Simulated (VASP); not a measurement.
Runs of VASP 6.6.1 on CdF2. The structure is that of space group Fm-3m (No. 225), or close to it. The cells are those of the table. 

```tsv
task	level	spin	cell	cutoff (eV)	gap on the mesh (eV)	pressure (GPa)	moment (μB)
relaxation of cell and atoms	r2SCAN	off	relaxed from a = 3.825 Å, angles 60.0°, 3 atoms	600	(a)	0.0	-
single point	r2SCAN	off	a = 3.811 Å, angles 60.0°, 3 atoms	520	3.77	1.0	-
single point	r2SCAN+D3(BJ)	collinear	a = 3.825 Å, angles 60.0°, 3 atoms	520	3.73	-1.3	0.00
single point	r2SCAN+D3(BJ)	collinear	a = 3.802 Å, angles 60.0°, 3 atoms	520	3.79	(b)	0.00
```

Alike in all rows: potentials or basis VASP PAW PBE potentials, release 64 (Cd, F); k mesh 6 × 6 × 6; smearing fermi-dirac 0.0521 eV.

Q: Estimate the missing entries.

A: (a) 3.75; (b) 0.7.

Caveats: the PAW data sets were made with another functional, which shifts forces and pressure a little; three body term missing (at least some runs).

A k mesh can miss the band edges, and the runs leave out spin-orbit coupling on Cd.
